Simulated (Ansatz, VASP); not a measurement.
# Pd in VASP and in Ansatz

```
CELL_PARAMETERS angstrom
0.00000 1.94490 1.94490
1.94490 0.00000 1.94490
1.94490 1.94490 0.00000
ATOMIC_POSITIONS crystal
Pd 0.01157 0.98843 0.01157
```

Change from the starting cell: one atom moved.

Alike in both runs: task single point; functional PBE; k mesh 16 × 16 × 16; occupations gaussian, width 0.1 eV; no spin polarisation.

|  | VASP | Ansatz |
| --- | --- | --- |
| version | VASP 6.6.1 | Ansatz 0.2.0 |
| potentials or method | VASP PAW PBE potentials, release 64 (Pd), cutoff 520 eV | scalar-relativistic, plane waves, PAW |
| valence electrons in the cell | 10 | 18 |

```tsv
	VASP	Ansatz	Ansatz less VASP
gap on the k mesh at the Fermi level (eV)	none	none	-
pressure (GPa)	7.4	7.7	+0.36
```

A gap of «none» marks a metal or a gap that the smearing closes. With one functional, cell and mesh, what is left measures potentials, basis and numerics. VASP's potentials hold 10 valence electrons a cell and Ansatz's 18, so a difference there can come from the potentials and not from the codes.
